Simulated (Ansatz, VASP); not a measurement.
## Hf: VASP beside Ansatz

```xyz
2
Lattice="2.3435 0.0000 0.0000 -1.1717 2.0295 0.0000 0.0000 0.0000 4.0722" Properties=species:S:1:pos:R:3 pbc="T T T"
Hf    0.0000    1.3530    1.0181
Hf    1.1717    0.6765    3.0542
```

Change from the starting cell: volume scaled by 0.43, norm-conserving files.

Alike in both runs: task single point; functional PBE; k mesh 14 × 14 × 8; occupations fermi-dirac, width 0.05 eV; no spin polarisation.

```csv
,VASP,Ansatz
version,VASP 6.6.1,Ansatz 0.2.0
potentials or method,"VASP PAW PBE potentials, release 64 (Hf_pv)","norm-conserving pseudopotentials, scalar-relativistic"
plane-wave cutoff (eV),520,1143
valence electrons in the cell,20,52
```

|  | VASP | Ansatz | Ansatz less VASP |
| --- | --- | --- | --- |
| pressure (GPa) | 387.3 | 395.1 | +7.80 |
| traceless stress, the component that is largest in VASP (GPa) | 0.14 | 0.70 | +0.562 |

Both programs put the cell under a high pressure, so it lies far from rest at this level. VASP's potentials hold 20 valence electrons a cell and Ansatz's 52, so a difference there can come from the potentials and not from the codes.

Spin-orbit coupling is off throughout. Noted on VASP's run: the cell as given lies far from equilibrium.
